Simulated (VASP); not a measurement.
# Ta2C (P-3m1) in VASP: further runs, part 2 of 2

VASP 6.6.1.

### Step 3. Single point, r2SCAN (uniaxial strain along c: -1.0 %, then relaxed in part)

POSCAR

```
Ta2C
1.0
    3.1171138300      0.0000000000      0.0000000000
   -1.5585569150      2.6994997632      0.0000000000
    0.0000000000      0.0000000000      4.8928759571
Ta C
2 1
Direct
    0.3333333339      0.6666666661      0.2539918074
    0.6666666661      0.3333333339      0.7460081926
    0.0000000000      0.0000000000      0.0000000000
```

INCAR.step1

```
SYSTEM = Ta2C
PREC     = Accurate       ! precision mode
ENCUT    = 520            ! plane-wave cutoff, eV
ISMEAR   = 0              ! smearing method
SIGMA    = 0.1            ! smearing width, eV
LREAL    = .False.        ! projectors in reciprocal space
LASPH    = .True.         ! aspherical terms in the spheres
NELM     = 100            ! most SCF steps
NBANDS   = 20             ! bands
GGA      = PE             ! functional
ALGO     = Normal         ! electronic algorithm
EDIFF    = 1E-4           ! SCF threshold, eV
LWAVE    = .True.         ! write WAVECAR
LCHARG   = .False.        ! write CHGCAR
```

INCAR.step2

```
SYSTEM = Ta2C
PREC     = Accurate       ! precision mode
ENCUT    = 520            ! plane-wave cutoff, eV
EDIFF    = 1E-7           ! SCF threshold, eV
ISMEAR   = 0              ! smearing method
SIGMA    = 0.1            ! smearing width, eV
LREAL    = .False.        ! projectors in reciprocal space
LASPH    = .True.         ! aspherical terms in the spheres
NELM     = 100            ! most SCF steps
ALGO     = Normal         ! electronic algorithm
ISIF     = 2              ! what is computed and relaxed
LWAVE    = .False.        ! write WAVECAR
LCHARG   = .False.        ! write CHGCAR
METAGGA  = R2SCAN         ! meta-GGA
LMIXTAU  = .True.       
NBANDS   = 20             ! bands
ISTART   = 1
```

KPOINTS

```
regular mesh
0
Gamma
  18 18 10
  0 0 0
```

Potentials or basis: VASP PAW PBE potentials, release 64 (Ta_pv, C).

The run is started by

```console
$ cat potpaw_PBE.64/Ta_pv/POTCAR potpaw_PBE.64/C/POTCAR > POTCAR
$ cp INCAR.step1 INCAR
$ mpirun -np 1 vasp_std > vasp.out
$ cp INCAR.step2 INCAR
$ mpirun -np 1 vasp_std > vasp.out
```

OUTCAR:

```text
SYSTEM = Ta2C
   PREC = Accurate
   ENCUT = 520
   EDIFF = 1E-7
   ISMEAR = 0
   LREAL = .False.
   LASPH = .True.
   NELM = 100
   ISIF = 2
   METAGGA = R2SCAN
   ISTART = 1

 ion  position               nearest neighbor table
   1  0.333  0.667  0.254-   3 2.19   3 2.19   3 2.19   2 3.01   2 3.01   2 3.01   2 3.07   2 3.07
                             2 3.07
   2  0.667  0.333  0.746-   3 2.19   3 2.19   3 2.19   1 3.01   1 3.01   1 3.01   1 3.07   1 3.07
                             1 3.07
   3  0.000  0.000  0.000-   1 2.19   2 2.19   2 2.19   1 2.19   1 2.19   2 2.19

  LATTYP: Found a hexagonal cell.
 ALAT       =     3.1171138300
 C/A-ratio  =     1.5696815144

  Lattice vectors:

 A1 = (   3.1171138300,   0.0000000000,   0.0000000000)
 A2 = (  -1.5585569150,   2.6994997632,   0.0000000000)
 A3 = (   0.0000000000,   0.0000000000,   4.8928759571)

Analysis of symmetry for initial positions (statically):
=====================================================================
 Subroutine PRICEL returns:
 Original cell was already a primitive cell.

 Routine SETGRP: Setting up the symmetry group for a
 hexagonal supercell.

 Subroutine GETGRP returns: Found 12 space group operations
 (whereof 12 operations were pure point group operations)
 out of a pool of 24 trial point group operations.

The static configuration has the point symmetry D_3d.

Analysis of symmetry for dynamics (positions and initial velocities):
=====================================================================
 Subroutine PRICEL returns:
 Original cell was already a primitive cell.

 Routine SETGRP: Setting up the symmetry group for a
 hexagonal supercell.

 Subroutine GETGRP returns: Found 12 space group operations
 (whereof 12 operations were pure point group operations)
 out of a pool of 24 trial point group operations.
[... 117 lines left out ...]
   EFERMI =   0.00;   METHOD = LEGACY
   ISMEAR =     0;   SIGMA  =   0.10  broadening in eV -4-tet -1-fermi 0-gaus
   EFERMI_NEDOS =   21; number of points for ismear=-14 and -15
   IALGO  =     38    algorithm
   IMIX   =      4    mixing-type and parameters
     AMIX     =   0.40;   BMIX     =  1.00
     AMIX_MAG =   1.60;   BMIX_MAG =  1.00
  volume/ion in A,a.u.               =      13.72        92.61
  Fermi-wavevector in a.u.,A,eV,Ry     =   1.404535  2.654186 26.840465  1.972719
  Thomas-Fermi vector in A             =   2.527087
   LORBIT       =      0    0 simple, 1 ext, 2 COOP (PROOUT), +10 PAW based schemes
   METAGGA = R2SCAN    functional components
   LHFCALC =     F    Hartree Fock is set to
   AEXX    =    0.0000 exact exchange contribution
   IVDW    =     0    specifies the selected vdW correction
   LEPSILON=     F    determine dielectric tensor
   LRPA    =     F    only Hartree local field effects (RPA)
 non-spin polarized calculation
 Gauss-broadening in eV      SIGMA  =   0.10
  energy-cutoff  :      520.00
  volume of cell :       41.17
 maximum number of plane-waves:      1132
   NGX = 11   NGY = 11   NGZ = 19

 number of electron      25.9999998 magnetization

 Free energy of the ion-electron system (eV)
  ---------------------------------------------------
  ext. energy  EPLUGINS =         0.00000000
  ---------------------------------------------------
  free energy    TOTEN  =      -109.15906956 eV

  energy without entropy =     -109.15549756  energy(sigma->0) =     -109.15728356

 E-fermi :   6.6119     XC(G=0): -13.8875

 val. band max:        6.6092439671   @ k =   0.0000   0.1111   0.4000
 cond. band min:       6.6157781459   @ k =  -0.1111   0.3889   0.3000
 fundamental gap:      0.0065341788
 Fermi energy:         6.6119327206

 k-point     1 :       0.0000    0.0000    0.0000
  band No.  band energies     occupation
      1     -29.6092      2.00000
      2     -28.8961      2.00000
      3     -28.8961      2.00000
      4     -28.7711      2.00000
      5     -28.7711      2.00000
      6     -28.6596      2.00000
[... 541 lines left out ...]
     19      12.4265      0.00000
     20      12.8885      0.00000

 [... further k-points ...]

------------------------ aborting loop because EDIFF is reached ----------------------------------------

  FORCE on cell =-STRESS in cart. coord.  units (eV):
  Direction    XX          YY          ZZ          XY          YZ          ZX
  --------------------------------------------------------------------------------------
  -------------------------------------------------------------------------------------
  Total        0.2320784      0.2320784      1.4566932      0.0000000      0.0000000      0.0000000
  in kB        9.0311952      9.0311952     56.6863520      0.0000000      0.0000000      0.0000000
  external PRESSURE =      24.9162475 kB  Pullay stress =       0.0000000 kB

 VOLUME and BASIS-vectors are now :
 -----------------------------------------------------------------------------
  energy-cutoff  :      520.00
  volume of cell :       41.17
      direct lattice vectors                 reciprocal lattice vectors
     3.117113830  0.000000000  0.000000000     0.320809587  0.185219501  0.000000000
    -1.558556915  2.699499763  0.000000000     0.000000000  0.370439003  0.000000000
     0.000000000  0.000000000  4.892875957     0.000000000  0.000000000  0.204378776

 POSITION                                       TOTAL-FORCE (eV/Angst)
 -----------------------------------------------------------------------------------
      0.00000      1.79967      1.24275        -0.000000      0.000000      0.048207
      1.55856      0.89983      3.65013         0.000000     -0.000000     -0.048207
      0.00000      0.00000      0.00000         0.000000      0.000000      0.000000
 -----------------------------------------------------------------------------------
    total drift:                                0.000000     -0.000000      0.000000

  FREE ENERGIE OF THE ION-ELECTRON SYSTEM (eV)
  ---------------------------------------------------
  free  energy   TOTEN  =      -109.1590695617 eV

  energy  without entropy=     -109.1554975640  energy(sigma->0) =     -109.15728356
```

OUTCAR.step1:

```text
SYSTEM = Ta2C
   PREC = Accurate
   ENCUT = 520
   ISMEAR = 0
   LREAL = .False.
   LASPH = .True.
   NELM = 100
[... 778 lines left out ...]
      0.00000      1.79967      1.24275         0.000000      0.000000      0.013678
      1.55856      0.89983      3.65013        -0.000000      0.000000     -0.013678
      0.00000      0.00000      0.00000         0.000000      0.000000      0.000000
 -----------------------------------------------------------------------------------
    total drift:                                0.000000     -0.000000      0.000000

  FREE ENERGIE OF THE ION-ELECTRON SYSTEM (eV)
  ---------------------------------------------------
  free  energy   TOTEN  =       -34.6576614110 eV

  energy  without entropy=      -34.6542098524  energy(sigma->0) =      -34.65593563
```

It took 21 min on 1 thread of AMD EPYC 9755, shared host; peak memory 0.32 GiB.

Results:

```yaml
Free_energy: -109.1591 eV
Pressure: 2.5 GPa
Largest_force: 0.048 eV/Å
Band_gap_on_the_k_mesh: zero (bands 13 and 14 overlap by 0.82 eV)
```

Forces on the atoms (eV/Å):
```
Ta   0.000  0.000  0.048
Ta   0.000  0.000 -0.048
C    0.000  0.000  0.000
```

Caveat: the cell differs from its parent crystal (uniaxial strain along c: -1.0 %, then relaxed in part); the PAW data sets were made with another functional, which shifts forces and pressure a little; spin-orbit coupling is left out, which moves the levels of the heavy elements.

### Step 4. Single point, r2SCAN (uniaxial strain along c: -1.0 %)

POSCAR

```
Ta2C
1.0
    3.1179398674      0.0000000000      0.0000000000
   -1.5589699337      2.7002151327      0.0000000000
    0.0000000000      0.0000000000      4.8928759571
Ta C
2 1
Direct
    0.3333333333      0.6666666667      0.2535635792
    0.6666666667      0.3333333333      0.7464364208
    0.0000000000      0.0000000000      0.0000000000
```

INCAR.step1

```
SYSTEM = Ta2C
ALGO = Normal ; EDIFF = 1E-4
ENCUT = 520 ; GGA = PE
ISMEAR = 0 ; LASPH = .TRUE.
LCHARG = .FALSE. ; LREAL = .FALSE.
LWAVE = .TRUE. ; NBANDS = 20
NELM = 100 ; PREC = Accurate
SIGMA = 0.1
```

INCAR.step2

```
SYSTEM = Ta2C
ALGO = Normal ; EDIFF = 1E-6
ENCUT = 520 ; ISIF = 2
ISMEAR = 0 ; ISTART = 1
LASPH = .TRUE. ; LCHARG = .FALSE.
LMIXTAU = .TRUE. ; LREAL = .FALSE.
LWAVE = .FALSE. ; METAGGA = R2SCAN
NBANDS = 20 ; NELM = 100
PREC = Accurate ; SIGMA = 0.1
```

KPOINTS

```
k-points
0
G
  18 18 10
  0 0 0
```

The run is started by

```console
$ cat potpaw_PBE.64/Ta_pv/POTCAR potpaw_PBE.64/C/POTCAR > POTCAR
$ cp INCAR.step1 INCAR
$ mpirun -np 1 vasp_std > vasp.out
$ cp INCAR.step2 INCAR
$ mpirun -np 1 vasp_std > vasp.out
```

Run time: 19 min. Hardware: 1 thread of AMD EPYC 9755, shared host; peak memory 0.32 GiB.

It converged, with:

| Property | Result |
| --- | --- |
| Free energy | -109.1589 eV |
| Pressure | 2.5 GPa |
| Largest force | 0.111 eV/Å |
| Band gap on the k mesh | zero (bands 13 and 14 overlap by 0.81 eV) |

Forces in eV/Å, atoms in the order of the input:
```
Ta   0.000  0.000  0.111
Ta   0.000  0.000 -0.111
C    0.000  0.000  0.000
```

Stress tensor (GPa, compression positive):
```
0.84 0.00 0.00
0.00 0.84 0.00
0.00 0.00 5.73
```

Levels at points of the mesh, in eV from the Fermi level:
| k point | band 9 | band 10 | band 11 | band 12 | band 13 | band 14 | band 15 | band 16 | band 17 | band 18 |
| --- | --- | --- | --- | --- | --- | --- | --- | --- | --- | --- |
| (0.00, 0.00, 0.00) | -3.92 | -3.92 | -3.42 | 0.14 | 0.53 | 0.53 | 1.09 | 1.09 | 2.47 | 2.47 |
| (0.50, 0.00, 0.00) | -4.62 | -4.34 | -3.89 | -2.15 | -0.45 | 3.49 | 3.58 | 4.71 | 5.23 | 5.40 |
| (0.00, 0.00, 0.50) | -4.20 | -4.20 | -1.87 | -1.72 | -0.28 | -0.28 | 3.02 | 3.02 | 3.70 | 3.70 |
| (0.50, 0.00, 0.50) | -4.91 | -3.88 | -2.59 | -1.52 | -1.22 | 1.46 | 1.57 | 4.42 | 4.91 | 5.04 |

Caveat: the cell differs from its parent crystal (uniaxial strain along c: -1.0 %); the PAW data sets were made with another functional, which shifts forces and pressure a little; spin-orbit coupling is left out, which moves the levels of the heavy elements.

### Step 5. Summary

```tsv
cell	gap on the mesh (eV)	pressure (GPa)	largest force (eV/Å)
a = 3.097, b = 3.097, c = 5.041 Å, angles 90.0, 90.0, 120.0°, 3 atoms, atomic positions A	none	-2.1	0.04
a = 3.117, b = 3.117, c = 4.893 Å, angles 90.0, 90.0, 120.0°, 3 atoms, atomic positions B	none	2.5	0.05
a = 3.118, b = 3.118, c = 4.893 Å, angles 90.0, 90.0, 120.0°, 3 atoms, atomic positions C	none	2.5	0.11
```

Alike in all rows: task single point; level r2SCAN; potentials or basis VASP PAW PBE potentials, release 64 (Ta_pv, C); no spin polarisation; k mesh 18 × 18 × 10; cutoff (eV) 520; smearing gaussian 0.1 eV.

Caveats: the PAW data sets were made with another functional, which shifts forces and pressure a little; spin-orbit coupling is left out, which moves the levels of the heavy elements; the stress differs along the axes, from -8 to 1 GPa (at least some runs).

Total energies depend on the potentials used, so only differences within one code and one set of settings carry meaning.
